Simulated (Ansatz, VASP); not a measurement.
**Zr3S2: VASP beside Ansatz**

```
CELL_PARAMETERS angstrom
1.80686 1.04319 8.58541
-1.80686 1.04319 8.58541
0.00000 -2.08638 8.58541
ATOMIC_POSITIONS crystal
Zr 0.00000 0.00000 0.00000
Zr 0.21560 0.21560 0.21560
Zr 0.78440 0.78440 0.78440
S 0.39421 0.39421 0.39421
S 0.60579 0.60579 0.60579
```

Alike in both runs: functional PBE; k mesh 12 × 12 × 12; occupations gaussian, width 0.1 eV; no spin polarisation.

Ansatz relaxed the structure, and its values are those at the end. VASP's run is a single point on that final structure, the one shown.

|  | VASP | Ansatz |
| --- | --- | --- |
| version | VASP 6.6.1 | Ansatz 0.2.0 |
| potentials or method | VASP PAW PBE potentials, release 64 (Zr_sv, S), cutoff 520 eV | scalar-relativistic, plane waves, PAW |
| valence electrons in the cell | 48 | 48 |

VASP gave:

| Property | Result |
| --- | --- |
| gap on the k mesh at the Fermi level (eV) | none |
| pressure (GPa) | 0.0 |
| rms of the force components (eV/Å) | 0.004 |

Question: Which values does Ansatz return?

Answer: gap on the k mesh at the Fermi level (eV): none; pressure (GPa): 0.0; rms of the force components (eV/Å): 0.000.

A gap of «none» marks a metal or a gap that the smearing closes.
